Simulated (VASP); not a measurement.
Set up this calculation in VASP 6.6.1, as the native input.

```
Task                   : single point
Functional             : PBE
Potentials or basis    : VASP PAW PBE potentials, release 64 (Ga_d, N)
Cutoff                 : 520 eV
k mesh                 : 10 × 10 × 10
Occupations            : gaussian, width 0.012 eV
Spin                   : no spin polarisation
Dipole correction      : no
Further INCAR settings : ALGO = Normal; EDIFF = 1e-07; NBANDS = 16
```

The structure of GaN lies in POSCAR:

```
GaN
1.0
    0.0000000000      2.2535006075      2.2535006075
    2.2535006075      0.0000000000      2.2535006075
    2.2535006075      2.2535006075      0.0000000000
Ga N
1 1
Direct
    0.0000000000      0.0000000000      0.0000000000
    0.2500000000      0.2500000000      0.2500000000
```

One way to write it, as run:

INCAR

```
PREC = Accurate
ENCUT = 520
EDIFF = 1E-7
ISMEAR = 0
SIGMA = 0.012
LREAL = F
LASPH = T
NELM = 80
ALGO = Normal
ISIF = 2
LWAVE = F
LCHARG = T
GGA = PE
LELF = T
LVHAR = T
NBANDS = 16
```

KPOINTS

```
Automatic mesh
0
Gamma
  10 10 10
```

Potentials or basis: VASP PAW PBE potentials, release 64 (Ga_d, N).

Command:

```bash
$ cat potpaw_PBE.64/Ga_d/POTCAR potpaw_PBE.64/N/POTCAR > POTCAR
$ mpirun -np 1 vasp_std > vasp.out
```

It gave:

```yaml
Pressure: 5.1 GPa
Band_gap_on_the_k_mesh: 1.72 eV
```

Caveat: the cell stands under pressure.

It took 11 s on 1 thread of AMD EPYC 9R45 96-Core Processor (Zen 5) (shared host), peak memory 0.12 GiB.
